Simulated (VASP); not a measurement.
# Sn (Im-3m) in VASP: further runs

Runs on Sn. Level: r2SCAN. Tasks: single point.

Program: VASP 6.6.1. These are calculated values, not measurements. Logs are shortened: lines on timing, memory, paths and dates and some standing lists are left out, and cuts for length are marked.

## (1) The cell of the first run

The structure is cubic, space group Im-3m (No. 229). Conventional cell: a = 3.789 Å, b = 3.789 Å, c = 3.789 Å, α = 90.00°, β = 90.00°, γ = 90.00°. Within 4.3 Å of Sn (site symmetry m-3m) lie 14 Sn at 3.28 to 3.79 Å.

## (2) Single point, r2SCAN

POSCAR reads:

```
Sn
1.0
   -1.8946518200      1.8946518200      1.8946518200
    1.8946518200     -1.8946518200      1.8946518200
    1.8946518200      1.8946518200     -1.8946518200
Sn
1
Direct
    0.0000000000      0.0000000000      0.0000000000
```

INCAR.step1 reads:

```
ALGO     = Normal         # electronic algorithm
EDIFF    = 1E-4           # SCF threshold, eV
ENCUT    = 520            # plane-wave cutoff, eV
GGA      = PE             # functional
ISMEAR   = 0              # smearing method
LASPH    = True           # aspherical terms in the spheres
LCHARG   = False          # write CHGCAR
LREAL    = False          # projectors in reciprocal space
LWAVE    = True           # write WAVECAR
NBANDS   = 13             # bands
NELM     = 60             # most SCF steps
PREC     = Accurate       # precision mode
SIGMA    = 0.5            # smearing width, eV
```

INCAR.step2 reads:

```
ALGO     = Normal         # electronic algorithm
EDIFF    = 1E-6           # SCF threshold, eV
ENCUT    = 520            # plane-wave cutoff, eV
ISIF     = 2              # what is computed and relaxed
ISMEAR   = 0              # smearing method
ISTART   = 1            
LASPH    = True           # aspherical terms in the spheres
LCHARG   = True           # write CHGCAR
LELF     = True           # ELF
LMIXTAU  = True         
LREAL    = False          # projectors in reciprocal space
LVHAR    = True         
LWAVE    = False          # write WAVECAR
METAGGA  = R2SCAN         # meta-GGA
NBANDS   = 13             # bands
NELM     = 60             # most SCF steps
PREC     = Accurate       # precision mode
SIGMA    = 0.5            # smearing width, eV
```

KPOINTS reads:

```
k-points
0
Gamma
  12 12 12
```

Potentials or basis: VASP PAW PBE potentials, release 64 (Sn_d).

Command:

```sh
$ cat potpaw_PBE.64/Sn_d/POTCAR > POTCAR
$ cp INCAR.step1 INCAR
$ mpirun -np 1 vasp_std > vasp.out
$ cp INCAR.step2 INCAR
$ mpirun -np 1 vasp_std > vasp.out
```

OUTCAR:

```text
EDIFF = 1E-6
   ENCUT = 520
   ISIF = 2
   ISMEAR = 0
   ISTART = 1
   LASPH = True
   LREAL = False
   METAGGA = R2SCAN
   NELM = 60
   PREC = Accurate

 ion  position               nearest neighbor table
   1  0.000  0.000  0.000-

  LATTYP: Found a body centered cubic cell.
 ALAT       =     3.7893036400

  Lattice vectors:

 A1 = (  -1.8946518200,   1.8946518200,   1.8946518200)
 A2 = (   1.8946518200,  -1.8946518200,   1.8946518200)
 A3 = (   1.8946518200,   1.8946518200,  -1.8946518200)

Analysis of symmetry for initial positions (statically):
=====================================================================
 Subroutine PRICEL returns:
 Original cell was already a primitive cell.

 Routine SETGRP: Setting up the symmetry group for a
 body centered cubic supercell.

 Subroutine GETGRP returns: Found 48 space group operations
 (whereof 48 operations were pure point group operations)
 out of a pool of 48 trial point group operations.

The static configuration has the point symmetry O_h .

Analysis of symmetry for dynamics (positions and initial velocities):
=====================================================================
 Subroutine PRICEL returns:
 Original cell was already a primitive cell.

 Routine SETGRP: Setting up the symmetry group for a
 body centered cubic supercell.

 Subroutine GETGRP returns: Found 48 space group operations
 (whereof 48 operations were pure point group operations)
 out of a pool of 48 trial point group operations.

The dynamic configuration has the point symmetry O_h .

 Subroutine INISYM returns: Found 48 space group operations
 (whereof 48 operations are pure point group operations),
 and found     1 'primitive' translations

----------------------------------------------------------------------------------------

                                     Primitive cell

  volume of cell :      27.2050

  direct lattice vectors                    reciprocal lattice vectors
    -1.894651820  1.894651820  1.894651820     0.000000000  0.263900731  0.263900731
     1.894651820 -1.894651820  1.894651820     0.263900731  0.000000000  0.263900731
     1.894651820  1.894651820 -1.894651820     0.263900731  0.263900731  0.000000000

  length of vectors
     3.281633215  3.281633215  3.281633215     0.373211993  0.373211993  0.373211993

  position of ions in fractional coordinates (direct lattice)
     0.000000000  0.000000000  0.000000000

  ion indices of the primitive-cell ions
[... 75 lines left out ...]
   LREAL  =      F    real-space projection
   EDIFFG = 0.1E-04   stopping-criterion for IOM
   NSW    =      0    number of steps for IOM
   IBRION =     -1    ionic relax: 0-MD 1-quasi-New 2-CG
   NFREE  =      0    steps in history (QN), initial steepest desc. (CG)
   ISIF   =      2    stress and relaxation
   ISYM   =      2    0-nonsym 1-usesym 2-fastsym
   POTIM  = 0.5000    time-step for ionic-motion
   TEBEG  =    0.0;   TEEND  =   0.0 temperature during run
   PSTRESS=    0.0 pullay stress
   NELECT =      14.0000    total number of electrons
   NUPDOWN=      -1.0000    fix difference up-down
   EMIN   =  10.00;   EMAX   =-10.00  energy-range for DOS
   EFERMI =   0.00;   METHOD = LEGACY
   ISMEAR =     0;   SIGMA  =   0.50  broadening in eV -4-tet -1-fermi 0-gaus
   EFERMI_NEDOS =   21; number of points for ismear=-14 and -15
   IALGO  =     38    algorithm
   IMIX   =      4    mixing-type and parameters
     AMIX     =   0.40;   BMIX     =  1.00
     AMIX_MAG =   1.60;   BMIX_MAG =  1.00
  volume/ion in A,a.u.               =      27.20       183.59
  Fermi-wavevector in a.u.,A,eV,Ry     =   1.311902  2.479136 23.416813  1.721087
  Thomas-Fermi vector in A             =   2.442332
   LORBIT       =      0    0 simple, 1 ext, 2 COOP (PROOUT), +10 PAW based schemes
   METAGGA = R2SCAN    functional components
   LHFCALC =     F    Hartree Fock is set to
   AEXX    =    0.0000 exact exchange contribution
   IVDW    =     0    specifies the selected vdW correction
   LEPSILON=     F    determine dielectric tensor
   LRPA    =     F    only Hartree local field effects (RPA)
 non-spin polarized calculation
 Gauss-broadening in eV      SIGMA  =   0.50
  energy-cutoff  :      520.00
  volume of cell :       27.20
 maximum number of plane-waves:       746
   NGX = 13   NGY = 13   NGZ = 13

 number of electron      13.9999996 magnetization

 Free energy of the ion-electron system (eV)
  ---------------------------------------------------
  ext. energy  EPLUGINS =         0.00000000
  ---------------------------------------------------
  free energy    TOTEN  =       -24.53634391 eV

  energy without entropy =      -24.46877924  energy(sigma->0) =      -24.50256157

 E-fermi :   8.0366     XC(G=0): -11.2547

 val. band max:        8.0125445834   @ k =  -0.4167   0.4167   0.4167
 cond. band min:       8.0854026698   @ k =   0.1667   0.1667   0.0833
 fundamental gap:      0.0728580864
 Fermi energy:         8.0366200169

 k-point     1 :       0.0000    0.0000    0.0000
  band No.  band energies     occupation
      1     -14.2449      2.00000
      2     -14.2448      2.00000
      3     -14.2448      2.00000
      4     -14.0926      2.00000
      5     -14.0926      2.00000
      6      -3.6214      2.00000
      7      16.4449      0.00000
      8      16.4449      0.00000
      9      16.4449      0.00000
     10      20.9328      0.00000
     11      20.9328      0.00000
     12      20.9328      0.00000
     13      21.2352      0.00000
[... 354 lines left out ...]
  band No.  band energies     occupation
      1     -14.2808      2.00000
      2     -14.2134      2.00000
      3     -14.1016      2.00000
      4     -14.1003      2.00000
      5     -14.0290      2.00000
      6       1.6150      2.00000
      7       3.7023      2.00000
      8       9.9609      0.00000
      9      11.5799      0.00000
     10      19.0244      0.00000
     11      19.4054      0.00000
     12      24.3995      0.00000
     13      25.3155      0.00000

 [... further k-points ...]
[... 5 lines left out ...]
  --------------------------------------------------------------------------------------
  -------------------------------------------------------------------------------------
  Total       -0.0616401     -0.0616401     -0.0616401     -0.0000000     -0.0000000      0.0000000
  in kB       -3.6301580     -3.6301580     -3.6301580     -0.0000000     -0.0000000      0.0000000
  external PRESSURE =      -3.6301580 kB  Pullay stress =       0.0000000 kB

 VOLUME and BASIS-vectors are now :
 -----------------------------------------------------------------------------
  energy-cutoff  :      520.00
  volume of cell :       27.20
      direct lattice vectors                 reciprocal lattice vectors
    -1.894651820  1.894651820  1.894651820     0.000000000  0.263900731  0.263900731
     1.894651820 -1.894651820  1.894651820     0.263900731  0.000000000  0.263900731
     1.894651820  1.894651820 -1.894651820     0.263900731  0.263900731  0.000000000

 POSITION                                       TOTAL-FORCE (eV/Angst)
 -----------------------------------------------------------------------------------
      0.00000      0.00000      0.00000         0.000000      0.000000     -0.000000
 -----------------------------------------------------------------------------------
    total drift:                               -0.000000     -0.000000      0.000000

  FREE ENERGIE OF THE ION-ELECTRON SYSTEM (eV)
  ---------------------------------------------------
  free  energy   TOTEN  =       -24.5363439054 eV

  energy  without entropy=      -24.4687792371  energy(sigma->0) =      -24.50256157
```

OUTCAR.step1:

```text
EDIFF = 1E-4
   ENCUT = 520
   GGA = PE
   ISMEAR = 0
   LASPH = True
   LREAL = False
[... 598 lines left out ...]

 POSITION                                       TOTAL-FORCE (eV/Angst)
 -----------------------------------------------------------------------------------
      0.00000      0.00000      0.00000        -0.000000      0.000000      0.000000
 -----------------------------------------------------------------------------------
    total drift:                               -0.000000     -0.000000      0.000000

  FREE ENERGIE OF THE ION-ELECTRON SYSTEM (eV)
  ---------------------------------------------------
  free  energy   TOTEN  =        -3.8105316833 eV

  energy  without entropy=       -3.7382717729  energy(sigma->0) =       -3.77440173
```

OSZICAR.step1:

```text
N       E                     dE             d eps       ncg     rms          rms(c)
DAV:   1     0.803169193557E+02    0.80317E+02   -0.72089E+03  1930   0.164E+03
DAV:   2     0.198548974775E+01   -0.78331E+02   -0.75921E+02  2047   0.342E+02
DAV:   3    -0.370310014437E+01   -0.56886E+01   -0.56683E+01  2225   0.742E+01
DAV:   4    -0.381930042399E+01   -0.11620E+00   -0.11617E+00  2242   0.114E+01
DAV:   5    -0.382347943185E+01   -0.41790E-02   -0.41789E-02  2444   0.210E+00    0.132E+00
DAV:   6    -0.381378334236E+01    0.96961E-02   -0.10386E-02  2363   0.175E+00    0.732E-01
DAV:   7    -0.381065459666E+01    0.31287E-02   -0.67413E-03  2332   0.135E+00    0.994E-02
DAV:   8    -0.381053134761E+01    0.12325E-03   -0.65597E-04  2322   0.424E-01    0.225E-02
DAV:   9    -0.381053168329E+01   -0.33568E-06   -0.88453E-06  1256   0.425E-02
   1 F= -.38105317E+01 E0= -.37744017E+01  d E =-.722599E-01
```

Run time: 1.7 min. Hardware: 1 thread of AMD EPYC 7R13, shared host; peak memory 0.13 GiB.

Results:

| Property | Result |
| --- | --- |
| Free energy | -24.5363 eV |
| Pressure | -0.4 GPa |
| Band gap on the k mesh | zero (band 7 reaches 16.44 eV, above the bottom of band 8 at 5.41 eV) |

Levels at points of the mesh, in eV from the Fermi level:
```
           k point  band 5  band 6  band 7  band 8  band 9  band 10
(0.00, 0.00, 0.00)  -22.13  -11.66    8.41    8.41    8.41    12.90
(0.50, 0.00, 0.00)  -22.04   -6.66   -4.70    3.72    5.83     8.55
(0.50, 0.50, 0.50)  -22.06   -2.34   -0.61   -0.61   -0.61     4.17
```

Caveat: the PAW data sets were made with another functional, which shifts forces and pressure a little; spin-orbit coupling is left out, which moves the levels of the heavy elements.

## (3) Single point, r2SCAN

POSCAR is that of step 2.

INCAR.step1 reads:

```
  PREC = Accurate
  ENCUT = 520
  ISMEAR = 0
  SIGMA = 0.3
  LREAL = False
  LASPH = True
  NELM = 100
  NBANDS = 13
  GGA = PE
  ALGO = Normal
  EDIFF = 1E-4
  LWAVE = True
  LCHARG = False
```

INCAR.step2 reads:

```
  PREC = Accurate
  ENCUT = 520
  EDIFF = 1E-6
  ISMEAR = 0
  SIGMA = 0.3
  LREAL = False
  LASPH = True
  NELM = 100
  ALGO = Normal
  ISIF = 2
  LWAVE = False
  LCHARG = False
  METAGGA = R2SCAN
  LMIXTAU = True
  NBANDS = 13
  ISTART = 1
```

KPOINTS reads:

```
regular mesh
0
Gamma
  12 12 12
```

Potentials or basis: VASP PAW PBE potentials, release 64 (Sn_d).

Command:

```sh
$ cat potpaw_PBE.64/Sn_d/POTCAR > POTCAR
$ cp INCAR.step1 INCAR
$ mpirun -np 1 vasp_std > vasp.out
$ cp INCAR.step2 INCAR
$ mpirun -np 1 vasp_std > vasp.out
```

It took 1.9 min on 1 thread of AMD EPYC 7R13, shared host; peak memory 0.13 GiB.

It converged, with:

| Quantity | Value |
| --- | --- |
| Free energy | -24.5148 eV |
| Pressure | -0.6 GPa |
| Band gap on the k mesh | zero (band 7 reaches 16.45 eV, above the bottom of band 8 at 5.41 eV) |

Levels at points of the mesh, in eV from the Fermi level:
| k point | band 3 | band 4 | band 5 | band 6 | band 7 | band 8 | band 9 | band 10 | band 11 | band 12 |
| --- | --- | --- | --- | --- | --- | --- | --- | --- | --- | --- |
| (0.00, 0.00, 0.00) | -22.31 | -22.15 | -22.15 | -11.68 | 8.39 | 8.39 | 8.39 | 12.87 | 12.87 | 12.87 |
| (0.50, 0.00, 0.00) | -22.16 | -22.16 | -22.07 | -6.69 | -4.72 | 3.70 | 5.81 | 8.53 | 8.58 | 15.91 |
| (0.50, 0.50, 0.50) | -22.09 | -22.09 | -22.09 | -2.37 | -0.63 | -0.63 | -0.63 | 4.15 | 4.15 | 19.06 |

Caveat: the PAW data sets were made with another functional, which shifts forces and pressure a little; spin-orbit coupling is left out, which moves the levels of the heavy elements.

## (4) Single point, r2SCAN

POSCAR is that of step 3.

INCAR.step1 reads:

```
PREC = Accurate ; ENCUT = 520
ISMEAR = 0 ; SIGMA = 0.2
LREAL = F ; LASPH = T
NELM = 60 ; NBANDS = 13
GGA = PE ; ALGO = Normal
EDIFF = 1E-4 ; LWAVE = T
LCHARG = F
```

INCAR.step2 reads:

```
PREC = Accurate ; ENCUT = 520
EDIFF = 1E-6 ; ISMEAR = 0
SIGMA = 0.2 ; LREAL = F
LASPH = T ; NELM = 60
ALGO = Normal ; ISIF = 2
LWAVE = F ; LCHARG = F
METAGGA = R2SCAN ; LMIXTAU = T
NBANDS = 13 ; ISTART = 1
```

KPOINTS reads:

```
Automatic mesh
0
Gamma
  12 12 12
```

Command:

```sh
$ cat potpaw_PBE.64/Sn_d/POTCAR > POTCAR
$ cp INCAR.step1 INCAR
$ mpirun -np 1 vasp_std > vasp.out
$ cp INCAR.step2 INCAR
$ mpirun -np 1 vasp_std > vasp.out
```

It took 2.5 min on 1 thread of AMD EPYC 7R13, shared host; peak memory 0.13 GiB.

The run converged. Its results:

| Quantity | Value |
| --- | --- |
| Free energy | -24.5083 eV |
| Pressure | -0.7 GPa |
| Band gap on the k mesh | zero (band 7 reaches 16.45 eV, above the bottom of band 8 at 5.41 eV) |

Levels at points of the mesh, in eV from the Fermi level:
| k point | band 4 | band 5 | band 6 | band 7 | band 8 | band 9 | band 10 | band 11 |
| --- | --- | --- | --- | --- | --- | --- | --- | --- |
| (0.00, 0.00, 0.00) | -22.17 | -22.17 | -11.70 | 8.37 | 8.37 | 8.37 | 12.86 | 12.86 |
| (0.50, 0.00, 0.00) | -22.18 | -22.08 | -6.70 | -4.73 | 3.69 | 5.80 | 8.51 | 8.57 |
| (0.50, 0.50, 0.50) | -22.10 | -22.10 | -2.38 | -0.64 | -0.64 | -0.64 | 4.13 | 4.13 |

Caveat: the PAW data sets were made with another functional, which shifts forces and pressure a little; spin-orbit coupling is left out, which moves the levels of the heavy elements.

## (5) Single point, r2SCAN

POSCAR is that of step 4.

INCAR.step1 reads:

```
SYSTEM = Sn
  PREC = Accurate
  ENCUT = 520
  ISMEAR = 0
  SIGMA = 0.1
  LREAL = .FALSE.
  LASPH = .TRUE.
  NELM = 80
  NBANDS = 13
  GGA = PE
  ALGO = Normal
  EDIFF = 1E-4
  LWAVE = .TRUE.
  LCHARG = .FALSE.
```

INCAR.step2 reads:

```
SYSTEM = Sn
  PREC = Accurate
  ENCUT = 520
  EDIFF = 1E-7
  ISMEAR = 0
  SIGMA = 0.1
  LREAL = .FALSE.
  LASPH = .TRUE.
  NELM = 80
  ALGO = Normal
  ISIF = 2
  LWAVE = .FALSE.
  LCHARG = .FALSE.
  METAGGA = R2SCAN
  LMIXTAU = .TRUE.
  NBANDS = 13
  ISTART = 1
```

KPOINTS reads:

```
Automatic mesh
0
G
  12 12 12
  0 0 0
```

Command:

```sh
$ cat potpaw_PBE.64/Sn_d/POTCAR > POTCAR
$ cp INCAR.step1 INCAR
$ mpirun -np 1 vasp_std > vasp.out
$ cp INCAR.step2 INCAR
$ mpirun -np 1 vasp_std > vasp.out
```

It took 2.2 min on 1 thread of AMD EPYC 7R13, shared host; peak memory 0.13 GiB.

It converged, with:

```
Free energy            : -24.5049 eV
Pressure               : -0.7 GPa
Band gap on the k mesh : zero (band 7 reaches 16.45 eV, above the bottom of band 8 at 5.41 eV)
```

Levels at points of the mesh, in eV from the Fermi level:
```tsv
k point	band 3	band 4	band 5	band 6	band 7	band 8	band 9	band 10	band 11	band 12
(0.00, 0.00, 0.00)	-22.33	-22.18	-22.18	-11.70	8.37	8.37	8.37	12.85	12.85	12.85
(0.50, 0.00, 0.00)	-22.19	-22.19	-22.09	-6.71	-4.74	3.68	5.79	8.50	8.56	15.89
(0.50, 0.50, 0.50)	-22.11	-22.11	-22.11	-2.39	-0.65	-0.65	-0.65	4.12	4.12	19.04
```

Caveat: the PAW data sets were made with another functional, which shifts forces and pressure a little; spin-orbit coupling is left out, which moves the levels of the heavy elements.

## (6) The runs side by side

| smearing | gap on the mesh (eV) | pressure (GPa) |
| --- | --- | --- |
| gaussian 0.5 eV | none | -0.4 |
| gaussian 0.3 eV | none | -0.6 |
| gaussian 0.2 eV | none | -0.7 |
| gaussian 0.1 eV | none | -0.7 |

Alike in all rows: task single point; level r2SCAN; potentials or basis VASP PAW PBE potentials, release 64 (Sn_d); no spin polarisation; cell as given; k mesh 12 × 12 × 12; cutoff (eV) 520.

Every run on the cell as given and a fine mesh finds a metal.

Caveats: the PAW data sets were made with another functional, which shifts forces and pressure a little; spin-orbit coupling is left out, which moves the levels of the heavy elements.

Total energies depend on the potentials used, so only differences within one code and one set of settings carry meaning.
